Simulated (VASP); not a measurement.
# SiNi3 (Pm-3m) in VASP: further runs, part 3 of 3

VASP 6.6.1. Earlier steps stand in the parts before.

## (4) Relaxation of cell and atoms, PBEsol, target pressure 5 GPa, at which the enthalpy is minimised

This run uses another cell than the first one, of 10.16 Å³/atom.

INCAR

```
SYSTEM = SiNi3
PREC = Accurate
ENCUT = 600
EDIFF = 1E-6
ISMEAR = 0
SIGMA = 0.1
LREAL = .False.
LASPH = .True.
NELM = 80
ALGO = Fast
ISIF = 3
LWAVE = .False.
LCHARG = .False.
GGA = PS
IBRION = 2
NSW = 70
EDIFFG = -0.008
PSTRESS = 50.0
```

KPOINTS

```
Automatic mesh
0
Gamma
  12 12 12
  0 0 0
```

POSCAR

```
SiNi3
1.0
    3.4379019126      0.0000000000      0.0000000000
    0.0000000000      3.4379019126      0.0000000000
    0.0000000000      0.0000000000      3.4379019126
Si Ni
1 3
Direct
    0.0000000000      0.0000000000      0.0000000000
    0.0000000000      0.5000000000      0.5000000000
    0.5000000000      0.0000000000      0.5000000000
    0.5000000000      0.5000000000      0.0000000000
```

Potentials or basis: VASP PAW PBE potentials, release 64 (Si, Ni).

On the command line:

```bash
$ cat potpaw_PBE.64/Si/POTCAR potpaw_PBE.64/Ni/POTCAR > POTCAR
$ mpirun -np 1 vasp_std > vasp.out
```

OUTCAR:

```text
SYSTEM = SiNi3
   PREC = Accurate
   ENCUT = 600
   EDIFF = 1E-6
   ISMEAR = 0
   LREAL = .False.
   LASPH = .True.
   NELM = 80
   ISIF = 3
   GGA = PS
   IBRION = 2
   NSW = 70
   EDIFFG = -0.008
   PSTRESS = 50.0

 ion  position               nearest neighbor table
   1  0.000  0.000  0.000-   2 2.43   3 2.43   4 2.43   2 2.43   3 2.43   2 2.43   4 2.43   2 2.43
                             3 2.43   4 2.43   3 2.43   4 2.43
   2  0.000  0.500  0.500-   1 2.43   3 2.43   4 2.43   1 2.43   4 2.43   1 2.43   3 2.43   1 2.43
                             3 2.43   4 2.43   4 2.43   3 2.43
   3  0.500  0.000  0.500-   1 2.43   2 2.43   4 2.43   1 2.43   4 2.43   2 2.43   4 2.43   4 2.43
                             1 2.43   2 2.43   1 2.43   2 2.43
   4  0.500  0.500  0.000-   1 2.43   2 2.43   3 2.43   2 2.43   3 2.43   1 2.43   3 2.43   3 2.43
                             1 2.43   2 2.43   2 2.43   1 2.43

  LATTYP: Found a simple cubic cell.
 ALAT       =     3.4379019126

  Lattice vectors:

 A1 = (   3.4379019126,   0.0000000000,   0.0000000000)
 A2 = (   0.0000000000,   3.4379019126,   0.0000000000)
 A3 = (   0.0000000000,   0.0000000000,   3.4379019126)

[... 185 lines left out ...]
 fundamental gap:      0.0348662204
 Fermi energy:        11.4123316957

 k-point     1 :       0.0000    0.0000    0.0000
  band No.  band energies     occupation
      1      -0.9927      2.00000
      2       6.1408      2.00000
      3       6.9778      2.00000
      4       6.9778      2.00000
      5       7.5392      2.00000
      6       7.5392      2.00000
[... 565 lines left out ...]
     20      16.1108      0.00000
     21      17.7783      0.00000

 [... further k-points ...]

------------------------ aborting loop because EDIFF is reached ----------------------------------------

  FORCE on cell =-STRESS in cart. coord.  units (eV):
  Direction    XX          YY          ZZ          XY          YZ          ZX
  --------------------------------------------------------------------------------------
  -------------------------------------------------------------------------------------
  Total        1.2878242      1.2878242      1.2878242     -0.0000000     -0.0000000     -0.0000000
  in kB       50.7793015     50.7793015     50.7793015     -0.0000000     -0.0000000     -0.0000000
  external PRESSURE =       0.7793015 kB  Pullay stress =      50.0000000 kB

 VOLUME and BASIS-vectors are now :
 -----------------------------------------------------------------------------
  energy-cutoff  :      600.00
  volume of cell :       40.63
      direct lattice vectors                 reciprocal lattice vectors
     3.437901913  0.000000000  0.000000000     0.290875082  0.000000000  0.000000000
     0.000000000  3.437901913  0.000000000     0.000000000  0.290875082  0.000000000
     0.000000000  0.000000000  3.437901913     0.000000000  0.000000000  0.290875082

 POSITION                                       TOTAL-FORCE (eV/Angst)
 -----------------------------------------------------------------------------------
      0.00000      0.00000      0.00000         0.000000      0.000000      0.000000
      0.00000      1.71895      1.71895         0.000000      0.000000      0.000000
      1.71895      0.00000      1.71895         0.000000      0.000000      0.000000
      1.71895      1.71895      0.00000         0.000000      0.000000      0.000000
 -----------------------------------------------------------------------------------
    total drift:                                0.000000      0.000000      0.000000

  FREE ENERGIE OF THE ION-ELECTRON SYSTEM (eV)
  ---------------------------------------------------
  free  energy   TOTEN  =       -26.2834765412 eV

  energy  without entropy=      -26.2736750943  energy(sigma->0) =      -26.27857582

  enthalpy is  TOTEN    =       -25.0154163560 eV   P V=        1.2680601853

 reached required accuracy - stopping structural energy minimisation
```

OSZICAR:

```text
N       E                     dE             d eps       ncg     rms          rms(c)
DAV:   1     0.215547262794E+03    0.21555E+03   -0.17472E+04  3544   0.245E+03
DAV:   2    -0.182542783513E+02   -0.23380E+03   -0.22570E+03  3528   0.400E+02
DAV:   3    -0.303154156645E+02   -0.12061E+02   -0.11602E+02  3846   0.121E+02
DAV:   4    -0.305896615905E+02   -0.27425E+00   -0.27168E+00  4152   0.161E+01
DAV:   5    -0.305993687203E+02   -0.97071E-02   -0.97053E-02  4270   0.291E+00    0.220E+01
RMM:   6    -0.294218559645E+02    0.11775E+01   -0.57458E+01  3529   0.101E+02    0.170E+01
RMM:   7    -0.263792058178E+02    0.30427E+01   -0.15854E+01  3528   0.592E+01    0.422E+00
RMM:   8    -0.262854414938E+02    0.93764E-01   -0.30186E-01  3581   0.396E+00    0.114E+00
RMM:   9    -0.262818897175E+02    0.35518E-02   -0.96531E-02  3682   0.210E+00    0.370E-01
RMM:  10    -0.262831415687E+02   -0.12519E-02   -0.18943E-02  4022   0.108E+00    0.281E-01
RMM:  11    -0.262833715025E+02   -0.22993E-03   -0.39037E-03  3707   0.681E-01    0.145E-01
RMM:  12    -0.262834797676E+02   -0.10827E-03   -0.24067E-03  4275   0.321E-01    0.390E-02
RMM:  13    -0.262834717226E+02    0.80450E-05   -0.15456E-04  3698   0.112E-01    0.169E-02
RMM:  14    -0.262834758747E+02   -0.41521E-05   -0.56658E-05  4241   0.647E-02    0.107E-02
RMM:  15    -0.262834763583E+02   -0.48356E-06   -0.10091E-05  3257   0.343E-02    0.621E-03
RMM:  16    -0.262834765412E+02   -0.18294E-06   -0.44671E-06  2537   0.233E-02
   1 F= -.25015416E+02 E0= -.25010516E+02  d E =-.250154E+02
```

It took 3.1 min on 1 thread of AMD EPYC 7R13, shared host; peak memory 0.18 GiB.

What came out:

```
Free energy             : -26.2835 eV
Pressure after relaxing : 5.1 GPa
Band gap on the k mesh  : zero (bands 17 and 18 overlap by 0.26 eV)
```

Final structure:
```yaml
crystal:
  lattice:
    - [3.43790, 0.00000, 0.00000]
    - [0.00000, 3.43790, 0.00000]
    - [0.00000, 0.00000, 3.43790]
  atoms:
    - { symbol: Si, position: [0.00000, 0.00000, 0.00000] }
    - { symbol: Ni, position: [0.00000, 0.50000, 0.50000] }
    - { symbol: Ni, position: [0.50000, 0.00000, 0.50000] }
    - { symbol: Ni, position: [0.50000, 0.50000, 0.00000] }
```

Caveat: the relaxation stopped at its first step, so nothing moved; the cell is relaxed towards a set pressure, so the run minimises the enthalpy, not the energy; the PAW data sets were made with another functional, which shifts forces and pressure a little.

## (5) Relaxation of cell and atoms, PBEsol, target pressure -2 GPa, at which the enthalpy is minimised

This run uses another cell than the first one, of 10.56 Å³/atom.

INCAR

```
SYSTEM = SiNi3
ALGO     = Normal         ! electronic algorithm
EDIFF    = 1E-6           ! SCF threshold, eV
EDIFFG   = -0.008         ! ionic threshold
ENCUT    = 600            ! plane-wave cutoff, eV
GGA      = PS             ! functional
IBRION   = 2              ! ionic algorithm
ISIF     = 3              ! what is computed and relaxed
ISMEAR   = 0              ! smearing method
LASPH    = .TRUE.         ! aspherical terms in the spheres
LCHARG   = .FALSE.        ! write CHGCAR
LREAL    = .FALSE.        ! projectors in reciprocal space
LWAVE    = .FALSE.        ! write WAVECAR
NELM     = 60             ! most SCF steps
NSW      = 70             ! ionic steps
PREC     = Accurate       ! precision mode
PSTRESS  = -20.0        
SIGMA    = 0.1            ! smearing width, eV
```

KPOINTS

```
k-points
0
G
  12 12 12
  0 0 0
```

POSCAR

```
SiNi3
1.0
    3.4830251909      0.0000000000      0.0000000000
    0.0000000000      3.4830251909      0.0000000000
    0.0000000000      0.0000000000      3.4830251909
Si Ni
1 3
Direct
    0.0000000000      0.0000000000      0.0000000000
    0.0000000000      0.5000000000      0.5000000000
    0.5000000000      0.0000000000      0.5000000000
    0.5000000000      0.5000000000      0.0000000000
```

On the command line:

```bash
$ cat potpaw_PBE.64/Si/POTCAR potpaw_PBE.64/Ni/POTCAR > POTCAR
$ mpirun -np 1 vasp_std > vasp.out
```

Wall time 5.9 min (1 thread of AMD EPYC 7R13, shared host); peak memory 0.19 GiB.

It converged, with:

```yaml
Free_energy: -26.2949 eV
Relaxed_volume: 10.46 Å³/atom
Relaxed_cell: a = 3.471 Å, b = 3.471 Å, c = 3.471 Å, α = 90.00°, β = 90.00°, γ = 90.00°
Space_group_after_relaxing_to_0.1_Å: Pm-3m (No. 221)
Energy_change_on_relaxing_the_run_minimises_the_enthalpy: -2.1 meV/atom
Ionic_steps: 3
Pressure_after_relaxing: -2.0 GPa
Band_gap_on_the_k_mesh: zero (bands 17 and 18 overlap by 0.25 eV)
```

The path:
| step | energy change (eV) | largest force (eV/Å) | pressure (GPa) | volume (Å³) |
| --- | --- | --- | --- | --- |
| 1 | 0.0000 | 0.0000 | -4.37 | 42.25 |
| 2 | -0.0104 | 0.0000 | 0.88 | 41.31 |
| 3 | -0.0085 | 0.0000 | -2.01 | 41.83 |

Final structure:
```cif
data_structure
_symmetry_space_group_name_H-M 'P 1'
_symmetry_Int_Tables_number 1
_cell_length_a 3.4712
_cell_length_b 3.4712
_cell_length_c 3.4712
_cell_angle_alpha 90.000
_cell_angle_beta 90.000
_cell_angle_gamma 90.000
_cell_volume 41.83
loop_
_atom_site_label
_atom_site_type_symbol
_atom_site_fract_x
_atom_site_fract_y
_atom_site_fract_z
_atom_site_occupancy
Si1 Si 0.00000 0.00000 0.00000 1
Ni1 Ni 0.00000 0.50000 0.50000 1
Ni2 Ni 0.50000 0.00000 0.50000 1
Ni3 Ni 0.50000 0.50000 0.00000 1
```

Levels at points of the mesh, in eV from the Fermi level:
```tsv
k point	band 13	band 14	band 15	band 16	band 17	band 18	band 19	band 20	band 21
(0.00, 0.00, 0.00)	-0.92	-0.63	-0.63	-0.30	0.03	0.03	0.03	5.12	6.47
(0.50, 0.00, 0.00)	-1.38	-1.34	-1.19	-0.56	0.04	3.74	3.74	5.32	5.32
(0.50, 0.50, 0.00)	-1.49	-1.49	-1.16	-1.06	-0.99	0.69	0.69	5.81	6.48
(0.50, 0.50, 0.50)	-1.50	-1.30	-1.30	-0.50	-0.21	-0.21	-0.21	1.36	4.14
```

Caveat: the cell is relaxed towards a set pressure, so the run minimises the enthalpy, not the energy; the PAW data sets were made with another functional, which shifts forces and pressure a little.

## (6) Summary

| cell | gap on the mesh (eV) | pressure (GPa) |
| --- | --- | --- |
| relaxed to 10 GPa from a = 3.417 Å, 4 atoms | none | 9.9 |
| relaxed to 2 GPa from a = 3.439 Å, 4 atoms | none | 2.0 |
| relaxed to 5 GPa from a = 3.438 Å, 4 atoms | none | 5.1 |
| relaxed to -2 GPa from a = 3.483 Å, 4 atoms | none | -2.0 |

Alike in all rows: task relaxation of cell and atoms; level PBEsol; potentials or basis VASP PAW PBE potentials, release 64 (Si, Ni); no spin polarisation; k mesh 12 × 12 × 12; cutoff (eV) 600; smearing gaussian 0.1 eV.

Caveats: the cell is relaxed towards a set pressure, so the run minimises the enthalpy, not the energy; the PAW data sets were made with another functional, which shifts forces and pressure a little; the relaxation stopped at its first step, so nothing moved (at least some runs).

Total energies depend on the potentials used, so only differences within one code and one set of settings carry meaning.

The gap in the log of VASP goes by the Fermi energy; the results here count the filled bands.